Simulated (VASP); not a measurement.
# B2Pt2Cl (P4mm) in VASP: notebook, part 2 of 2

VASP 6.6.1. The steps go on from the part before.

## 3. Relaxation of cell and atoms, PBE

This run uses another cell than the first one, of 20.35 Å³/atom.

INCAR

```
SYSTEM = B2Pt2Cl
PREC = Accurate
ENCUT = 600
EDIFF = 1E-7
ISMEAR = 0
SIGMA = 0.1
LREAL = .FALSE.
LASPH = .TRUE.
NELM = 100
ALGO = Normal
ISIF = 3
LWAVE = .FALSE.
LCHARG = .FALSE.
GGA = PE
IBRION = 2
NSW = 90
EDIFFG = -0.04
```

KPOINTS

```
regular mesh
0
G
  4 4 4
  0 0 0
```

POSCAR

```
B2Pt2Cl
1.0
    3.7479178445      0.0000000000      0.0000000000
    0.0000000000      3.7479178445      0.0000000000
    0.0000000000      0.0000000000      7.2438503672
B Pt Cl
2 2 1
Direct
    0.5000000000      0.0000000000      0.3222316495
    0.0000000000      0.5000000000      0.3222316495
    0.5000000000      0.0000000000      0.5804064633
    0.0000000000      0.5000000000      0.5804064633
    0.0000000000      0.0000000000      0.8681278543
```

Potentials or basis: VASP PAW PBE potentials, release 64 (B, Pt, Cl).

Command:

```sh
$ cat potpaw_PBE.64/B/POTCAR potpaw_PBE.64/Pt/POTCAR potpaw_PBE.64/Cl/POTCAR > POTCAR
$ mpirun -np 1 vasp_std > vasp.out
```

OUTCAR:

```text
SYSTEM = B2Pt2Cl
   PREC = Accurate
   ENCUT = 600
   EDIFF = 1E-7
   ISMEAR = 0
   LREAL = .FALSE.
   LASPH = .TRUE.
   NELM = 100
   ISIF = 3
   GGA = PE
   IBRION = 2
   NSW = 90
   EDIFFG = -0.04

 ion  position               nearest neighbor table
   1  0.500  0.000  0.322-   3 1.87
   2  0.000  0.500  0.322-   4 1.87
   3  0.500  0.000  0.580-   1 1.87   4 2.65   4 2.65   4 2.65   4 2.65   5 2.80   5 2.80
   4  0.000  0.500  0.580-   2 1.87   3 2.65   3 2.65   3 2.65   3 2.65   5 2.80   5 2.80
   5  0.000  0.000  0.868-   3 2.80   4 2.80   4 2.80   3 2.80

  LATTYP: Found a simple tetragonal cell.
 ALAT       =     3.7479178445
 C/A-ratio  =     1.9327665834

  Lattice vectors:

 A1 = (   3.7479178445,   0.0000000000,   0.0000000000)
 A2 = (   0.0000000000,   3.7479178445,   0.0000000000)
 A3 = (   0.0000000000,   0.0000000000,   7.2438503672)

Analysis of symmetry for initial positions (statically):
=====================================================================
 Subroutine PRICEL returns:
 Original cell was already a primitive cell.

 Routine SETGRP: Setting up the symmetry group for a
 simple tetragonal supercell.
[... 154 lines left out ...]
 maximum number of plane-waves:      3421
 NGX is ok and might be reduce to    30
   NGX = 15   NGY = 15   NGZ = 29

--------------------------------------- Ionic step        1  -------------------------------------------

 number of electron      33.0000004 magnetization

 Free energy of the ion-electron system (eV)
  ---------------------------------------------------
  ext. energy  EPLUGINS =         0.00000000
  ---------------------------------------------------
  free energy    TOTEN  =       -22.08350099 eV

  energy without entropy =      -22.06804221  energy(sigma->0) =      -22.07577160

------------------------ aborting loop because EDIFF is reached ----------------------------------------

  FORCE on cell =-STRESS in cart. coord.  units (eV):
  Direction    XX          YY          ZZ          XY          YZ          ZX
  --------------------------------------------------------------------------------------
  -------------------------------------------------------------------------------------
  Total        0.8409696      0.8409696      0.0636981      0.0000000     -0.0000000      0.0000000
  in kB       13.2416246     13.2416246      1.0029694      0.0000000     -0.0000000      0.0000000
  external PRESSURE =       9.1620728 kB  Pullay stress =       0.0000000 kB
[... 182 lines left out ...]
--------------------------------------- Ionic step        6  -------------------------------------------

 number of electron      33.0000004 magnetization

 Free energy of the ion-electron system (eV)
  ---------------------------------------------------
  ext. energy  EPLUGINS =         0.00000000
  ---------------------------------------------------
  free energy    TOTEN  =       -22.09147259 eV

  energy without entropy =      -22.07558528  energy(sigma->0) =      -22.08352894

 E-fermi :   2.7336     XC(G=0):  -9.2919

 val. band max:        2.7156791806   @ k =   0.2500   0.2500   0.2500
 cond. band min:       2.7981649398   @ k =   0.0000   0.0000   0.5000
 fundamental gap:      0.0824857592
 Fermi energy:         2.7335759722

 k-point     1 :       0.0000    0.0000    0.0000
  band No.  band energies     occupation
      1     -12.1140      2.00000
      2      -6.0947      2.00000
      3      -3.7239      2.00000
      4      -2.6231      2.00000
      5      -2.4941      2.00000
      6      -2.3978      2.00000
[... 435 lines left out ...]
  FREE ENERGIE OF THE ION-ELECTRON SYSTEM (eV)
  ---------------------------------------------------
  free  energy   TOTEN  =       -22.0914725948 eV

  energy  without entropy=      -22.0755852759  energy(sigma->0) =      -22.08352894

 reached required accuracy - stopping structural energy minimisation
```

OSZICAR:

```text
N       E                     dE             d eps       ncg     rms          rms(c)
DAV:   1     0.188693130631E+03    0.18869E+03   -0.16232E+04   720   0.161E+03
DAV:   2    -0.121199175713E+02   -0.20081E+03   -0.19283E+03   864   0.281E+02
DAV:   3    -0.242823874320E+02   -0.12162E+02   -0.11518E+02   920   0.638E+01
[... 65 lines left out ...]
DAV:   5    -0.220914720182E+02    0.70687E-05   -0.25609E-05   908   0.339E-02    0.102E-02
DAV:   6    -0.220914722413E+02   -0.22318E-06   -0.33430E-06   936   0.128E-02    0.536E-03
DAV:   7    -0.220914724757E+02   -0.23438E-06   -0.30275E-07   640   0.368E-03    0.274E-03
DAV:   8    -0.220914725841E+02   -0.10836E-06   -0.13891E-07   420   0.284E-03    0.488E-04
DAV:   9    -0.220914725948E+02   -0.10661E-07   -0.34127E-08   372   0.118E-03
   6 F= -.22091473E+02 E0= -.22083529E+02  d E =-.521230E-03
```

CONTCAR:

```text
B2Pt2Cl
   1.00000000000000
     3.7819900901198142    0.0000000000000000    0.0000000000000000
     0.0000000000000000    3.7819900901198142   -0.0000000000000000
     0.0000000000000000   -0.0000000000000000    7.2122710583714049
  B               Pt              Cl
     2     2     1
Direct
     0.5000000000000000    0.0000000000000000    0.3220572220276183
     0.0000000000000000    0.5000000000000000    0.3220572220276183
     0.5000000000000000    0.0000000000000000    0.5810650095039045
     0.0000000000000000    0.5000000000000000    0.5810650095039045
     1.0000000000000000    1.0000000000000000    0.8671596168369504

  0.00000000E+00  0.00000000E+00  0.00000000E+00
  0.00000000E+00  0.00000000E+00  0.00000000E+00
  0.00000000E+00  0.00000000E+00  0.00000000E+00
  0.00000000E+00  0.00000000E+00  0.00000000E+00
  0.00000000E+00  0.00000000E+00  0.00000000E+00
```

Run time: 90 s. Hardware: 1 thread of Intel Xeon 6975P-C (Granite Rapids), shared host; peak memory 0.26 GiB.

What came out:

| Quantity | Value |
| --- | --- |
| Free energy | -22.0915 eV |
| Relaxed volume | 20.63 Å³/atom |
| Relaxed cell | a = 3.782 Å, b = 3.782 Å, c = 7.212 Å, α = 90.00°, β = 90.00°, γ = 90.00° |
| Space group after relaxing (to 0.1 Å) | P4mm (No. 99) |
| Energy gained by relaxing | 1.6 meV/atom |
| Ionic steps | 6 |
| Pressure after relaxing | -0.1 GPa |
| Largest force after relaxing | 0.028 eV/Å |
| Band gap on the k mesh | zero (an odd number of electrons rules out a gap without spin polarisation) |

Forces on the atoms (eV/Å):
```
B    0.000  0.000 -0.017
B    0.000  0.000 -0.017
Pt   0.000  0.000  0.028
Pt   0.000  0.000  0.028
Cl   0.000  0.000 -0.021
```

Step by step:
```
step  energy change (eV)  largest force (eV/Å)  pressure (GPa)  volume (Å³)
   1              0.0000                0.0832            0.92       101.75
   2             -0.0048                0.1865           -0.66       103.48
   3             -0.0054                0.1239           -0.28       103.04
   4             -0.0057                0.2106            0.14       103.42
   5             -0.0075                0.0673           -0.07       103.24
   6             -0.0080                0.0277           -0.08       103.16
```

Final structure:
```yaml
crystal:
  lattice:
    - [3.78199, 0.00000, 0.00000]
    - [0.00000, 3.78199, 0.00000]
    - [0.00000, 0.00000, 7.21227]
  atoms:
    - { symbol: B, position: [0.50000, 0.00000, 0.32206] }
    - { symbol: B, position: [0.00000, 0.50000, 0.32206] }
    - { symbol: Pt, position: [0.50000, 0.00000, 0.58107] }
    - { symbol: Pt, position: [0.00000, 0.50000, 0.58107] }
    - { symbol: Cl, position: [0.00000, 0.00000, 0.86716] }
```

Levels at points of the mesh, in eV from the Fermi level:
```csv
k point,band 14,band 15,band 16,band 17,band 18,band 19,band 20
"(0.00, 0.00, 0.00)",-1.01,0.06,1.28,1.52,1.52,1.52,2.48
"(0.50, 0.00, 0.00)",-1.77,-1.36,-1.14,-0.57,0.50,3.35,3.48
"(0.50, 0.50, 0.00)",-1.33,-1.13,-0.75,-0.75,0.28,2.99,3.52
"(0.00, 0.00, 0.50)",-1.35,0.06,1.22,1.37,1.37,1.52,3.47
"(0.50, 0.00, 0.50)",-1.95,-1.10,-0.87,-0.31,-0.05,3.37,3.37
"(0.50, 0.50, 0.50)",-1.33,-1.08,-0.35,-0.35,0.89,2.84,3.45
```

Caveat: the k points lie up to 0.42 Å⁻¹ apart in the final cell, too coarse for converged energies and pressures of a metal; spin-orbit coupling is left out, which moves the levels of the heavy elements; this functional lacks dispersion, which binds the layers, so the pressure and a relaxed spacing across them are unreliable; an odd number of electrons without spin polarisation forces a metal; a magnetic or distorted state may lie lower.
